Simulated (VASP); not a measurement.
# Si8HO16 (a cell with a defect) in VASP: a series of runs

Si8HO16 (a cell with a defect) is run at these levels: PBE; tasks: single point, relaxation of the atoms.

Program: VASP 6.6.1. These are calculated values, not measurements. Logs are shortened: lines on timing, memory, paths and dates and some standing lists are left out, and cuts for length are marked.

### Step 1. The cell of the first run

The cell holds a defect, 25 atoms: a = 5.878 Å, b = 5.878 Å, c = 5.320 Å, α = 90.00°, β = 90.00°, γ = 90.00°.

### Step 2. Single point, PBE

Input file INCAR:

```
PREC = Accurate
ENCUT = 520
EDIFF = 1E-6
ISMEAR = -1
SIGMA = 0.02
LREAL = Auto
LASPH = T
NELM = 60
ALGO = Normal
ISIF = 2
LWAVE = F
LCHARG = F
GGA = PE
NELECT = 128.0
NBANDS = 82
```

Input file KPOINTS:

```
regular mesh
0
Gamma
  2 2 3
```

Input file POSCAR:

```
Si8HO16
1.0
   -4.1564000000     -4.1564000000      0.0000000000
    4.1564000000     -4.1564000000      0.0000000000
    0.0000000000      0.0000000000      5.3204000000
Si O H
8 16 1
Direct
    0.4998305024      0.4980854826      0.0021757763
    0.0004389616      0.4910890434      0.2501704759
    0.4998256905      0.4980773025      0.4981710022
   -0.0051314840      0.5190355837      0.7501716036
    0.0036215234     -0.0104685545      0.0089510187
    0.5044891011     -0.0012420604      0.2501682204
    0.0036176739     -0.0104589308      0.4913820389
    0.5086211625     -0.0117505534      0.7501638975
    0.1937741796      0.5051335290     -0.0008798211
    0.0093431816      0.1887710519      0.2501623938
    0.8051797228      0.4886007122     -0.0027460341
   -0.0047989847      0.7962425416      0.2501751748
    0.1937755028      0.5051338899      0.5012155101
    0.0335053171      0.1979930950      0.7501610781
    0.8051798431      0.4885924117      0.5030931885
   -0.0034784910      0.8100093831      0.7501661529
    0.7026335290      0.0058589164     -0.0024366589
    0.5091700751      0.6939225051      0.2501744230
    0.3087830815     -0.0112518044      0.0004110593
    0.4955449427      0.3023587720      0.2501712277
    0.7026336493      0.0058660139      0.5027700925
    0.5082016890      0.6896142094      0.7501678445
    0.3087845251     -0.0112474738      0.4999387264
    0.4827176162      0.2980999182      0.7501702879
    0.2053616110      0.2247259648      0.7501473573
```

Potentials or basis: VASP PAW PBE potentials, release 64 (Si, O, H).

Run with:

```
> cat potpaw_PBE.64/Si/POTCAR potpaw_PBE.64/O/POTCAR potpaw_PBE.64/H/POTCAR > POTCAR
> mpirun -np 1 vasp_std > vasp.out
```

OUTCAR:

```text
PREC = Accurate
   ENCUT = 520
   EDIFF = 1E-6
   ISMEAR = -1
   LREAL = Auto
   LASPH = T
   NELM = 60
   ISIF = 2
   GGA = PE
   NELECT = 128.0

 ion  position               nearest neighbor table
   1  0.500  0.498  0.002-  20 1.75  22 1.75  18 1.75  24 1.79  11 1.80   9 1.80   3 2.64   3 2.68

   2  0.000  0.491  0.250-  13 1.76   9 1.76  11 1.77  15 1.77  10 1.78  12 1.79   4 2.67   4 2.67

   3  0.500  0.498  0.498-  20 1.75  22 1.75  18 1.75  24 1.79  15 1.80  13 1.80   1 2.64   1 2.68

   4  0.995  0.519  0.750-  16 1.71  15 1.73  11 1.73   9 1.77  13 1.77  14 1.90   2 2.67   2 2.67
                             5 3.09   7 3.09
   5  0.004  0.990  0.009-  12 1.71  16 1.74  10 1.74  17 1.77  19 1.79  14 1.85   7 2.57   7 2.75
                             4 3.09
   6  0.504  0.999  0.250-  19 1.76  23 1.76  21 1.78  17 1.78  20 1.79  18 1.79   8 2.66   8 2.66

   7  0.004  0.990  0.491-  12 1.71  16 1.74  10 1.74  21 1.77  23 1.79  14 1.85   5 2.57   5 2.75
                             4 3.09
   8  0.509  0.988  0.750-  21 1.74  17 1.74  22 1.76  23 1.78  19 1.78  24 1.83   6 2.66   6 2.66

   9  0.194  0.505  0.999-   2 1.76   4 1.77   1 1.80
  10  0.009  0.189  0.250-   7 1.74   5 1.74   2 1.78
  11  0.805  0.489  0.997-   4 1.73   2 1.77   1 1.80
  12  0.995  0.796  0.250-   7 1.71   5 1.71   2 1.79
  13  0.194  0.505  0.501-   2 1.76   4 1.77   3 1.80
  14  0.034  0.198  0.750-  25 1.02   7 1.85   5 1.85   4 1.90
  15  0.805  0.489  0.503-   4 1.73   2 1.77   3 1.80
  16  0.997  0.810  0.750-   4 1.71   5 1.74   7 1.74
  17  0.703  0.006  0.998-   8 1.74   5 1.77   6 1.78
  18  0.509  0.694  0.250-   1 1.75   3 1.75   6 1.79
  19  0.309  0.989  0.000-   6 1.76   8 1.78   5 1.79
  20  0.496  0.302  0.250-   3 1.75   1 1.75   6 1.79
  21  0.703  0.006  0.503-   8 1.74   7 1.77   6 1.78
  22  0.508  0.690  0.750-   3 1.75   1 1.75   8 1.76
  23  0.309  0.989  0.500-   6 1.76   8 1.78   7 1.79
  24  0.483  0.298  0.750-   3 1.79   1 1.79   8 1.83
  25  0.205  0.225  0.750-  14 1.02

  LATTYP: Found a simple tetragonal cell.
 ALAT       =     5.8780372506
 C/A-ratio  =     0.9051320659

  Lattice vectors:

 A1 = (  -4.1564000000,  -4.1564000000,   0.0000000000)
 A2 = (   4.1564000000,  -4.1564000000,   0.0000000000)
 A3 = (   0.0000000000,   0.0000000000,   5.3204000000)

Analysis of symmetry for initial positions (statically):
=====================================================================
 Subroutine PRICEL returns:
 Original cell was already a primitive cell.

 Routine SETGRP: Setting up the symmetry group for a
 simple tetragonal supercell.

 Subroutine GETGRP returns: Found  1 space group operations
 (whereof  1 operations were pure point group operations)
 out of a pool of 16 trial point group operations.

The static configuration has the point symmetry C_1 .

Analysis of symmetry for dynamics (positions and initial velocities):
=====================================================================
 Subroutine PRICEL returns:
 Original cell was already a primitive cell.

 Routine SETGRP: Setting up the symmetry group for a
 simple tetragonal supercell.

 Subroutine GETGRP returns: Found  1 space group operations
 (whereof  1 operations were pure point group operations)
 out of a pool of 16 trial point group operations.

The dynamic configuration has the point symmetry C_1 .

 Subroutine INISYM returns: Found  1 space group operations
 (whereof  1 operations are pure point group operations),
 and found     1 'primitive' translations

----------------------------------------------------------------------------------------

                                     Primitive cell

  volume of cell :     183.8269

  direct lattice vectors                    reciprocal lattice vectors
    -4.156400000 -4.156400000  0.000000000    -0.120296410 -0.120296410  0.000000000
     4.156400000 -4.156400000  0.000000000     0.120296410 -0.120296410  0.000000000
     0.000000000  0.000000000  5.320400000     0.000000000  0.000000000  0.187955793

  length of vectors
     5.878037251  5.878037251  5.320400000     0.170124815  0.170124815  0.187955793

  position of ions in fractional coordinates (direct lattice)
     0.499830502  0.498085483  0.002175776
     0.000438962  0.491089043  0.250170476
     0.499825691  0.498077303  0.498171002
     0.994868516  0.519035584  0.750171604
     0.003621523  0.989531445  0.008951019
     0.504489101  0.998757940  0.250168220
[... 17 lines left out ...]
     0.482717616  0.298099918  0.750170288
     0.205361611  0.224725965  0.750147357

  ion indices of the primitive-cell ions
   primitive index   ion index
                 1           1
                 2           2
                 3           3
                 4           4
                 5           5
                 6           6
[... 17 lines left out ...]
                24          24
                25          25

[... 44 lines left out ...]
 SYSTEM =  unknown system
   PREC   = accura    normal or accurate (medium, high low for compatibility)
   ISTART =      0    job   : 0-new  1-cont  2-samecut
   ICHARG =      2    charge: 1-file 2-atom 10-const
   ISPIN  =      1    spin polarized calculation?
   LNONCOLLINEAR =      F non collinear calculations
   LSORBIT =      F    spin-orbit coupling
   LASPH  =      T    aspherical Exc in radial PAW
   ENCUT  =  520.0 eV  38.22 Ry    6.18 a.u.  10.93 10.93  9.89*2*pi/ulx,y,z
   NELM   =     60;   NELMIN=  2; NELMDL= -5     # of ELM steps
   EDIFF  = 0.1E-05   stopping-criterion for ELM
   LREAL  =      T    real-space projection
   EDIFFG = 0.1E-04   stopping-criterion for IOM
   NSW    =      0    number of steps for IOM
   IBRION =     -1    ionic relax: 0-MD 1-quasi-New 2-CG
   NFREE  =      0    steps in history (QN), initial steepest desc. (CG)
   ISIF   =      2    stress and relaxation
   ISYM   =      2    0-nonsym 1-usesym 2-fastsym
   POTIM  = 0.5000    time-step for ionic-motion
   TEBEG  =    0.0;   TEEND  =   0.0 temperature during run
   PSTRESS=    0.0 pullay stress
   NELECT =     128.0000    total number of electrons
   NUPDOWN=      -1.0000    fix difference up-down
   EMIN   =  10.00;   EMAX   =-10.00  energy-range for DOS
   EFERMI =   0.00;   METHOD = LEGACY
   ISMEAR =    -1;   SIGMA  =   0.02  broadening in eV -4-tet -1-fermi 0-gaus
   EFERMI_NEDOS =   21; number of points for ismear=-14 and -15
   IALGO  =     38    algorithm
   IMIX   =      4    mixing-type and parameters
     AMIX     =   0.40;   BMIX     =  1.00
     AMIX_MAG =   1.60;   BMIX_MAG =  1.00
  volume/ion in A,a.u.               =       7.35        49.62
  Fermi-wavevector in a.u.,A,eV,Ry     =   1.451026  2.742041 28.646743  2.105476
  Thomas-Fermi vector in A             =   2.568570
   LORBIT       =      0    0 simple, 1 ext, 2 COOP (PROOUT), +10 PAW based schemes
   GGA     = PE    functional components
   LHFCALC =     F    Hartree Fock is set to
   AEXX    =    0.0000 exact exchange contribution
   IVDW    =     0    specifies the selected vdW correction
   LEPSILON=     F    determine dielectric tensor
   LRPA    =     F    only Hartree local field effects (RPA)
 non-spin polarized calculation
  energy-cutoff  :      520.00
  volume of cell :      183.83
 maximum number of plane-waves:      4996
 NGX is ok and might be reduce to    48
   NGX = 21   NGY = 21   NGZ = 19

 number of electron     127.9999975 magnetization

 Free energy of the ion-electron system (eV)
  ---------------------------------------------------
  ext. energy  EPLUGINS =         0.00000000
  ---------------------------------------------------
  free energy    TOTEN  =      -197.06054484 eV

  energy without entropy =     -197.06054484  energy(sigma->0) =     -197.06054484

 E-fermi :   8.8931     XC(G=0): -12.3499

 val. band max:        8.3731956676   @ k =   0.0000   0.0000   0.0000
 cond. band min:      14.2531472878   @ k =   0.0000   0.0000   0.0000
 fundamental gap:      5.8799516201
 Fermi energy:         8.8930723367

 k-point     1 :       0.0000    0.0000    0.0000
  band No.  band energies     occupation
      1     -14.5200      2.00000
      2     -12.8771      2.00000
      3     -12.2596      2.00000
      4     -12.1827      2.00000
      5     -11.4932      2.00000
      6     -11.3223      2.00000
[... 68 lines left out ...]
     75      17.9932      0.00000
     76      18.6645      0.00000
[... 551 lines left out ...]
     75      18.7738      0.00000
     76      18.8538      0.00000
 [bands above 76 left out]

------------------------ aborting loop because EDIFF is reached ----------------------------------------

  FORCE on cell =-STRESS in cart. coord.  units (eV):
  Direction    XX          YY          ZZ          XY          YZ          ZX
  --------------------------------------------------------------------------------------
  -------------------------------------------------------------------------------------
  Total       10.6891367      1.0268959      9.4983249     -5.5736629     -0.0013191      0.0031424
  in kB       93.1631710      8.9501037     82.7844273    -48.5783018     -0.0114969      0.0273878
  external PRESSURE =      61.6325673 kB  Pullay stress =       0.0000000 kB

 VOLUME and BASIS-vectors are now :
 -----------------------------------------------------------------------------
  energy-cutoff  :      520.00
  volume of cell :      183.83
      direct lattice vectors                 reciprocal lattice vectors
    -4.156400000 -4.156400000  0.000000000    -0.120296410 -0.120296410  0.000000000
     4.156400000 -4.156400000  0.000000000     0.120296410 -0.120296410  0.000000000
     0.000000000  0.000000000  5.320400000     0.000000000  0.000000000  0.187955793

 POSITION                                       TOTAL-FORCE (eV/Angst)
 -----------------------------------------------------------------------------------
     -0.00725     -4.14774      0.01158        -0.020601     -0.002889     -0.020061
      2.03934     -2.04299      1.33101         0.021821      0.011947      0.000391
     -0.00727     -4.14768      2.65047        -0.020735     -0.004276      0.018730
     -1.97775     -6.29239      3.99121         0.016629      0.017933      0.000237
      4.09784     -4.12794      0.04762         0.021894      0.012490     -0.031725
      2.05438     -6.24810      1.33099        -0.018289     -0.020286     -0.000504
[... 17 lines left out ...]
     -0.76734     -3.24539      3.99121         0.000273      0.006477      0.000271
      0.08049     -1.78762      3.99108        -0.045583     -0.075232      0.000371
 -----------------------------------------------------------------------------------
    total drift:                                0.037769     -0.004564     -0.000368

  FREE ENERGIE OF THE ION-ELECTRON SYSTEM (eV)
  ---------------------------------------------------
  free  energy   TOTEN  =      -197.0605448430 eV

  energy  without entropy=     -197.0605448430  energy(sigma->0) =     -197.06054484
```

Run time: 5.3 min. Hardware: 1 thread of Intel Xeon 8259CL, shared host; peak memory 0.32 GiB.

What came out:

```yaml
Free_energy: -197.0605 eV
Largest_force: 0.088 eV/Å
```

Forces on the atoms (eV/Å):
```
Si  -0.021 -0.003 -0.020
Si   0.022  0.012  0.000
Si  -0.021 -0.004  0.019
Si   0.017  0.018  0.000
Si   0.022  0.012 -0.032
Si  -0.018 -0.020 -0.001
Si   0.021  0.013  0.034
Si  -0.011 -0.011  0.001
O   -0.013 -0.013  0.001
O    0.026 -0.023  0.001
O    0.011  0.013  0.007
O   -0.027  0.024 -0.001
O   -0.013 -0.012  0.000
O   -0.001  0.038  0.001
O    0.012  0.013 -0.008
O    0.008 -0.008  0.000
O   -0.008 -0.007  0.005
O    0.011 -0.009 -0.001
O    0.019  0.020 -0.010
O   -0.012  0.013  0.000
O   -0.009 -0.006 -0.005
O    0.010 -0.010  0.000
O    0.019  0.020  0.008
O    0.000  0.006  0.000
H   -0.046 -0.075  0.000
```

Caveat: the k points lie up to 0.53 Å⁻¹ apart; the cell carries a net charge on a neutralising background, which shifts energy and pressure; the cell is charged against a uniform background, so pressure and absolute levels hang on convention.

### Step 3. Relaxation of the atoms, PBE

Input file INCAR:

```
SYSTEM = Si8HO16
PREC = Accurate
ENCUT = 520
EDIFF = 1E-6
ISMEAR = -1
SIGMA = 0.02
LREAL = Auto
LASPH = .True.
NELM = 100
ALGO = Normal
ISIF = 2
LWAVE = .False.
LCHARG = .False.
GGA = PE
IBRION = 2
NSW = 80
EDIFFG = -0.03
NELECT = 128.0
```

Input file KPOINTS:

```
regular mesh
0
Gamma
  2 2 3
  0 0 0
```

Input file POSCAR:

```
Si8HO16
1.0
   -4.1564000000     -4.1564000000      0.0000000000
    4.1564000000     -4.1564000000      0.0000000000
    0.0000000000      0.0000000000      5.3204000000
Si O H
8 16 1
Direct
    0.5000000000      0.5000000000      0.0000000000
    0.0000000000      0.5000000000      0.2500000000
    0.5000000000      0.5000000000      0.5000000000
    0.0000000000      0.5000000000      0.7500000000
    0.0000000000      0.0000000000      0.0000000000
    0.5000000000      0.0000000000      0.2500000000
    0.0000000000      0.0000000000      0.5000000000
    0.5000000000      0.0000000000      0.7500000000
    0.1921000000      0.5000000000      0.0000000000
    0.0000000000      0.1921000000      0.2500000000
    0.8079000000      0.5000000000      0.0000000000
    0.0000000000      0.8079000000      0.2500000000
    0.1921000000      0.5000000000      0.5000000000
    0.0000000000      0.1921000000      0.7500000000
    0.8079000000      0.5000000000      0.5000000000
    0.0000000000      0.8079000000      0.7500000000
    0.6921000000      0.0000000000      0.0000000000
    0.5000000000      0.6921000000      0.2500000000
    0.3079000000      0.0000000000      0.0000000000
    0.5000000000      0.3079000000      0.2500000000
    0.6921000000      0.0000000000      0.5000000000
    0.5000000000      0.6921000000      0.7500000000
    0.3079000000      0.0000000000      0.5000000000
    0.5000000000      0.3079000000      0.7500000000
    0.2716242100      0.1507910100      0.7542161500
```

Potentials or basis: VASP PAW PBE potentials, release 64 (Si, O, H).

Run with:

```
> cat potpaw_PBE.64/Si/POTCAR potpaw_PBE.64/O/POTCAR potpaw_PBE.64/H/POTCAR > POTCAR
> mpirun -np 1 vasp_std > vasp.out
```

Wall time 84 min (1 thread of Oxide Virtual Turin-like, shared host); peak memory 0.3 GiB.

It converged, with:

| Property | Result |
| --- | --- |
| Free energy | -197.0607 eV |
| Energy gained by relaxing | 100.0 meV/atom |
| Ionic steps | 26 |
| Largest force after relaxing | 0.029 eV/Å |

Forces on the atoms (eV/Å):
```
Si  -0.008  0.008  0.000
Si   0.012  0.010  0.002
Si  -0.006  0.007  0.000
Si   0.005  0.020  0.001
Si  -0.001 -0.010 -0.003
Si   0.003 -0.023  0.005
Si   0.000 -0.005  0.002
Si  -0.012  0.011 -0.004
O    0.008  0.005  0.001
O    0.011 -0.004  0.001
O   -0.009 -0.007  0.015
O    0.011  0.021 -0.003
O    0.010  0.003  0.002
O   -0.021 -0.018  0.001
O   -0.005 -0.010 -0.012
O    0.013 -0.014  0.002
O   -0.001 -0.005  0.016
O   -0.008 -0.017  0.000
O    0.005  0.005 -0.004
O    0.003  0.008  0.001
O   -0.005  0.000 -0.015
O    0.013  0.012  0.001
O    0.004  0.005 -0.001
O    0.003  0.007 -0.001
H   -0.027 -0.007 -0.007
```

The path:
```csv
step,energy change (eV),largest force (eV/Å),pressure (GPa)
1,0.0000,5.9054,7.59
2,0.6572,8.1168,7.40
3,-0.9075,2.1769,6.04
4,-1.4128,2.3193,4.52
5,-1.4290,2.3326,4.40
6,-1.8254,2.2307,4.82
7,-1.9790,2.0707,5.98
8,-1.9875,1.8556,5.59
9,-2.2760,1.1639,6.39
10,-2.3270,1.4475,7.10
11,-2.4426,0.5528,6.57
12,-2.4453,0.6459,6.50
13,-2.4807,0.3494,6.16
14,-2.4824,0.2694,6.08
15,-2.4911,0.1502,6.12
16,-2.4933,0.1985,6.16
17,-2.4974,0.0931,6.19
18,-2.4974,0.0934,6.19
19,-2.4985,0.0547,6.19
20,-2.4986,0.0578,6.18
21,-2.4994,0.0472,6.14
22,-2.4995,0.0579,6.12
23,-2.5001,0.0509,6.10
24,-2.5002,0.0575,6.09
25,-2.5005,0.0301,6.09
26,-2.5005,0.0289,6.09
```

Final structure:
```cif
data_structure
_symmetry_space_group_name_H-M 'P 1'
_symmetry_Int_Tables_number 1
_cell_length_a 5.8780
_cell_length_b 5.8780
_cell_length_c 5.3204
_cell_angle_alpha 90.000
_cell_angle_beta 90.000
_cell_angle_gamma 90.000
_cell_volume 183.83
loop_
_atom_site_label
_atom_site_type_symbol
_atom_site_fract_x
_atom_site_fract_y
_atom_site_fract_z
_atom_site_occupancy
Si1 Si 0.50000 0.49809 0.00208 1
Si2 Si 0.00051 0.49111 0.25011 1
Si3 Si 0.49998 0.49801 0.49818 1
Si4 Si 0.99485 0.51906 0.75009 1
Si5 Si 0.00334 0.98951 0.00884 1
Si6 Si 0.50436 0.99857 0.25014 1
Si7 Si 0.00345 0.98965 0.49153 1
Si8 Si 0.50853 0.98832 0.75015 1
O1 O 0.19394 0.50508 0.99902 1
O2 O 0.00924 0.18886 0.25012 1
O3 O 0.80510 0.48866 0.99717 1
O4 O 0.99547 0.79614 0.25022 1
O5 O 0.19393 0.50496 0.50122 1
O6 O 0.03348 0.19796 0.75026 1
O7 O 0.80509 0.48852 0.50307 1
O8 O 0.99642 0.80992 0.75011 1
O9 O 0.70257 0.00569 0.99750 1
O10 O 0.50892 0.69391 0.25016 1
O11 O 0.30861 0.98870 0.00032 1
O12 O 0.49575 0.30223 0.25009 1
O13 O 0.70261 0.00585 0.50282 1
O14 O 0.50847 0.68967 0.75009 1
O15 O 0.30864 0.98878 0.50001 1
O16 O 0.48269 0.29805 0.75019 1
H1 H 0.20569 0.22549 0.75072 1
```

Levels at points of the mesh, in eV from the Fermi level:
| k point | band 62 | band 63 | band 64 | band 65 | band 66 | band 67 |
| --- | --- | --- | --- | --- | --- | --- |
| (0.00, 0.00, 0.00) | -1.36 | -1.20 | -0.51 | 5.37 | 6.35 | 6.82 |
| (0.50, 0.00, 0.00) | -1.72 | -1.39 | -1.17 | 6.49 | 6.62 | 7.19 |
| (0.00, 0.50, 0.00) | -1.84 | -1.34 | -1.11 | 6.35 | 6.68 | 7.20 |
| (0.50, 0.50, 0.00) | -1.55 | -1.34 | -1.26 | 7.24 | 7.37 | 7.62 |

Caveat: the k points lie up to 0.53 Å⁻¹ apart; the cell carries a net charge on a neutralising background, which shifts energy and pressure; the cell is charged against a uniform background, so pressure and absolute levels hang on convention.
